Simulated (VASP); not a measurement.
# ZnCu (Pm-3m) in VASP: notebook

The runs below take ZnCu through single point, with PBE.

All numbers are computed with VASP 6.6.1; they aren't measurements. Logs are shortened: lines on timing, memory, paths and dates and some standing lists are left out, and cuts for length are marked.

## (1) The cell of the first run

The structure is cubic, space group Pm-3m (No. 221). The conventional cell has a = 2.945 Å, b = 2.945 Å, c = 2.945 Å, α = 90.00°, β = 90.00°, γ = 90.00°. Zn (site symmetry m-3m) has 8 Cu at 2.55 Å and 6 Zn at 2.94 Å within 3.4 Å. Within 3.4 Å of Cu (site symmetry m-3m) lie 8 Zn at 2.55 Å and 6 Cu at 2.94 Å.

## (2) Single point, PBE

INCAR reads:

```
SYSTEM = ZnCu
PREC = Accurate
ENCUT = 520
EDIFF = 1E-7
ISMEAR = -1
SIGMA = 0.05
LREAL = .FALSE.
LASPH = .TRUE.
NELM = 100
ALGO = Normal
ISIF = 2
LWAVE = .FALSE.
LCHARG = .FALSE.
GGA = PE
NBANDS = 18
```

KPOINTS reads:

```
Automatic mesh
0
G
  8 8 8
  0 0 0
```

POSCAR reads:

```
ZnCu
1.0
    2.9450000000      0.0000000000      0.0000000000
    0.0000000000      2.9450000000      0.0000000000
    0.0000000000      0.0000000000      2.9450000000
Zn Cu
1 1
Direct
    0.5000000000      0.5000000000      0.5000000000
    1.0000000000      0.0000000000      0.0000000000
```

Potentials or basis: VASP PAW PBE potentials, release 64 (Zn, Cu).

Started as:

```bash
cat potpaw_PBE.64/Zn/POTCAR potpaw_PBE.64/Cu/POTCAR > POTCAR
mpirun -np 1 vasp_std > vasp.out
```

OUTCAR:

```text
SYSTEM = ZnCu
   PREC = Accurate
   ENCUT = 520
   EDIFF = 1E-7
   ISMEAR = -1
   LREAL = .FALSE.
   LASPH = .TRUE.
   NELM = 100
   ISIF = 2
   GGA = PE

 ion  position               nearest neighbor table
   1  0.500  0.500  0.500-   2 2.55   2 2.55   2 2.55   2 2.55   2 2.55   2 2.55   2 2.55   2 2.55

   2  0.000  0.000  0.000-   1 2.55   1 2.55   1 2.55   1 2.55   1 2.55   1 2.55   1 2.55   1 2.55

  LATTYP: Found a simple cubic cell.
 ALAT       =     2.9450000000

  Lattice vectors:

 A1 = (   2.9450000000,   0.0000000000,   0.0000000000)
 A2 = (   0.0000000000,   2.9450000000,   0.0000000000)
 A3 = (   0.0000000000,   0.0000000000,   2.9450000000)

Analysis of symmetry for initial positions (statically):
=====================================================================
 Subroutine PRICEL returns:
 Original cell was already a primitive cell.

 Routine SETGRP: Setting up the symmetry group for a
 simple cubic supercell.

 Subroutine GETGRP returns: Found 48 space group operations
 (whereof 48 operations were pure point group operations)
 out of a pool of 48 trial point group operations.

The static configuration has the point symmetry O_h .

Analysis of symmetry for dynamics (positions and initial velocities):
=====================================================================
 Subroutine PRICEL returns:
 Original cell was already a primitive cell.

 Routine SETGRP: Setting up the symmetry group for a
 simple cubic supercell.

 Subroutine GETGRP returns: Found 48 space group operations
 (whereof 48 operations were pure point group operations)
 out of a pool of 48 trial point group operations.

The dynamic configuration has the point symmetry O_h .

 Subroutine INISYM returns: Found 48 space group operations
 (whereof 48 operations are pure point group operations),
 and found     1 'primitive' translations

----------------------------------------------------------------------------------------

                                     Primitive cell

  volume of cell :      25.5421

  direct lattice vectors                    reciprocal lattice vectors
     2.945000000  0.000000000  0.000000000     0.339558574  0.000000000  0.000000000
     0.000000000  2.945000000  0.000000000     0.000000000  0.339558574  0.000000000
     0.000000000  0.000000000  2.945000000     0.000000000  0.000000000  0.339558574

  length of vectors
[... 78 lines left out ...]
   LSORBIT =      F    spin-orbit coupling
   LASPH  =      T    aspherical Exc in radial PAW
   ENCUT  =  520.0 eV  38.22 Ry    6.18 a.u.   5.48  5.48  5.48*2*pi/ulx,y,z
   NELM   =    100;   NELMIN=  2; NELMDL= -5     # of ELM steps
   EDIFF  = 0.1E-06   stopping-criterion for ELM
   LREAL  =      F    real-space projection
   EDIFFG = 0.1E-05   stopping-criterion for IOM
   NSW    =      0    number of steps for IOM
   IBRION =     -1    ionic relax: 0-MD 1-quasi-New 2-CG
   NFREE  =      0    steps in history (QN), initial steepest desc. (CG)
   ISIF   =      2    stress and relaxation
   ISYM   =      2    0-nonsym 1-usesym 2-fastsym
   POTIM  = 0.5000    time-step for ionic-motion
   TEBEG  =    0.0;   TEEND  =   0.0 temperature during run
   PSTRESS=    0.0 pullay stress
   NELECT =      23.0000    total number of electrons
   NUPDOWN=      -1.0000    fix difference up-down
   EMIN   =  10.00;   EMAX   =-10.00  energy-range for DOS
   EFERMI =   0.00;   METHOD = LEGACY
   ISMEAR =    -1;   SIGMA  =   0.05  broadening in eV -4-tet -1-fermi 0-gaus
   EFERMI_NEDOS =   21; number of points for ismear=-14 and -15
   IALGO  =     38    algorithm
   IMIX   =      4    mixing-type and parameters
     AMIX     =   0.40;   BMIX     =  1.00
     AMIX_MAG =   1.60;   BMIX_MAG =  1.00
  volume/ion in A,a.u.               =      12.77        86.18
  Fermi-wavevector in a.u.,A,eV,Ry     =   1.580880  2.987429 34.003415  2.499180
  Thomas-Fermi vector in A             =   2.681040
   LORBIT       =      0    0 simple, 1 ext, 2 COOP (PROOUT), +10 PAW based schemes
   GGA     = PE    functional components
   LHFCALC =     F    Hartree Fock is set to
   AEXX    =    0.0000 exact exchange contribution
   IVDW    =     0    specifies the selected vdW correction
   LEPSILON=     F    determine dielectric tensor
   LRPA    =     F    only Hartree local field effects (RPA)
 non-spin polarized calculation
  energy-cutoff  :      520.00
  volume of cell :       25.54
 maximum number of plane-waves:       703
 NGX is ok and might be reduce to    24
   NGX = 11   NGY = 11   NGZ = 11

 number of electron      23.0000000 magnetization

 Free energy of the ion-electron system (eV)
  ---------------------------------------------------
  ext. energy  EPLUGINS =         0.00000000
  ---------------------------------------------------
  free energy    TOTEN  =        -5.01988887 eV

  energy without entropy =       -5.01526746  energy(sigma->0) =       -5.01757816

 E-fermi :   5.3111     XC(G=0): -12.4004

 val. band max:        5.1887230932   @ k =   0.3750   0.2500   0.1250
 cond. band min:       5.4082101211   @ k =   0.3750   0.3750   0.1250
 fundamental gap:      0.2194870279
 Fermi energy:         5.3111168186

 k-point     1 :       0.0000    0.0000    0.0000
  band No.  band energies     occupation
      1      -4.7959      2.00000
      2      -2.3041      2.00000
      3      -2.3041      2.00000
      4      -1.6086      2.00000
      5      -1.6086      2.00000
      6      -1.6086      2.00000
[... 481 lines left out ...]
      5      -1.4281      2.00000
      6       0.7825      2.00000
[... 10 lines left out ...]
     17      20.1720      0.00000
     18      21.0511      0.00000

 [... further k-points ...]

------------------------ aborting loop because EDIFF is reached ----------------------------------------

  FORCE on cell =-STRESS in cart. coord.  units (eV):
  Direction    XX          YY          ZZ          XY          YZ          ZX
  --------------------------------------------------------------------------------------
  -------------------------------------------------------------------------------------
  Total        0.5030689      0.5030689      0.5030689      0.0000000      0.0000000     -0.0000000
  in kB       31.5560150     31.5560150     31.5560150      0.0000000      0.0000000     -0.0000000
  external PRESSURE =      31.5560150 kB  Pullay stress =       0.0000000 kB

 VOLUME and BASIS-vectors are now :
 -----------------------------------------------------------------------------
  energy-cutoff  :      520.00
  volume of cell :       25.54
      direct lattice vectors                 reciprocal lattice vectors
     2.945000000  0.000000000  0.000000000     0.339558574  0.000000000  0.000000000
     0.000000000  2.945000000  0.000000000     0.000000000  0.339558574  0.000000000
     0.000000000  0.000000000  2.945000000     0.000000000  0.000000000  0.339558574

 POSITION                                       TOTAL-FORCE (eV/Angst)
 -----------------------------------------------------------------------------------
      1.47250      1.47250      1.47250         0.000000      0.000000      0.000000
      0.00000      0.00000      0.00000         0.000000      0.000000      0.000000
 -----------------------------------------------------------------------------------
    total drift:                                0.000000      0.000000     -0.000000

  FREE ENERGIE OF THE ION-ELECTRON SYSTEM (eV)
  ---------------------------------------------------
  free  energy   TOTEN  =        -5.0198888709 eV

  energy  without entropy=       -5.0152674569  energy(sigma->0) =       -5.01757816
```

OSZICAR:

```text
N       E                     dE             d eps       ncg     rms          rms(c)
DAV:   1     0.115810582286E+03    0.11581E+03   -0.11191E+04  1380   0.209E+03
DAV:   2    -0.121458339709E+01   -0.11703E+03   -0.11205E+03  1276   0.302E+02
DAV:   3    -0.605573427772E+01   -0.48412E+01   -0.48167E+01  1392   0.763E+01
DAV:   4    -0.609597052380E+01   -0.40236E-01   -0.40222E-01  1396   0.651E+00
DAV:   5    -0.609651748150E+01   -0.54696E-03   -0.54694E-03  1476   0.792E-01    0.952E+00
DAV:   6    -0.596769787942E+01    0.12882E+00   -0.14495E+01  1336   0.904E+01    0.605E+00
DAV:   7    -0.502975361889E+01    0.93794E+00   -0.31697E+00  1356   0.858E+01    0.225E+00
DAV:   8    -0.502857555899E+01    0.11781E-02   -0.13739E-01  1740   0.485E+00    0.123E+00
DAV:   9    -0.501990663000E+01    0.86689E-02   -0.11761E-02  1428   0.241E+00    0.598E-02
DAV:  10    -0.501990029829E+01    0.63317E-05   -0.74343E-04  1922   0.558E-01    0.485E-02
DAV:  11    -0.501989058148E+01    0.97168E-05   -0.10052E-04  1488   0.286E-01    0.907E-03
DAV:  12    -0.501988902717E+01    0.15543E-05   -0.82848E-06  1612   0.609E-02    0.778E-04
DAV:  13    -0.501988881246E+01    0.21471E-06   -0.26657E-07  1226   0.642E-03    0.110E-03
DAV:  14    -0.501988887087E+01   -0.58410E-07   -0.18395E-08   680   0.324E-03
   1 F= -.50198889E+01 E0= -.50175782E+01  d E =-.462141E-02
```

Run time: 27 s. Hardware: 1 thread of Intel Xeon 8259CL, shared host; peak memory 0.15 GiB.

What came out:

```
Free energy            : -5.0199 eV
Pressure               : 3.2 GPa
Band gap on the k mesh : zero (an odd number of electrons rules out a gap without spin polarisation)
```

Caveat: the cell stands under pressure.

## (3) Single point, PBE

INCAR reads:

```
ALGO = Normal
EDIFF = 1E-7
ENCUT = 520
GGA = PE
ISIF = 2
ISMEAR = -1
LASPH = True
LCHARG = False
LREAL = False
LWAVE = False
NBANDS = 18
NELM = 80
PREC = Accurate
SIGMA = 0.05
```

KPOINTS reads:

```
k-points
0
Gamma
  8 8 8
```

Edit POSCAR of step 2 so:

```diff
@@ -9,2 +9,2 @@
     0.5000000000      0.5000000000      0.5000000000
-    1.0000000000      0.0000000000      0.0000000000
+    0.0000000000      0.0000000000      0.0000000000
```

Potentials or basis: VASP PAW PBE potentials, release 64 (Zn, Cu).

Started as:

```bash
cat potpaw_PBE.64/Zn/POTCAR potpaw_PBE.64/Cu/POTCAR > POTCAR
mpirun -np 1 vasp_std > vasp.out
```

Run time: 25 s. Hardware: 1 thread of Intel Xeon 8259CL, shared host; peak memory 0.14 GiB.

It converged, with:

* Free energy: -5.0199 eV
* Pressure: 3.2 GPa
* Band gap on the k mesh: zero (an odd number of electrons rules out a gap without spin polarisation)

Levels at points of the mesh, in eV from the Fermi level:
```csv
k point,band 8,band 9,band 10,band 11,band 12,band 13,band 14,band 15
"(0.00, 0.00, 0.00)",-3.34,-2.49,-2.49,-2.49,6.46,6.46,6.46,11.49
"(0.50, 0.00, 0.00)",-3.45,-3.04,-3.04,-2.56,-1.77,11.94,11.94,12.58
"(0.50, 0.50, 0.00)",-2.64,-2.64,-2.25,-1.66,-1.66,1.99,2.34,14.17
"(0.50, 0.50, 0.50)",-4.05,-2.23,-2.23,4.09,4.57,4.57,4.57,4.75
```

Caveat: the cell stands under pressure.

The gap in the log of VASP goes by the Fermi energy; the results here count the filled bands.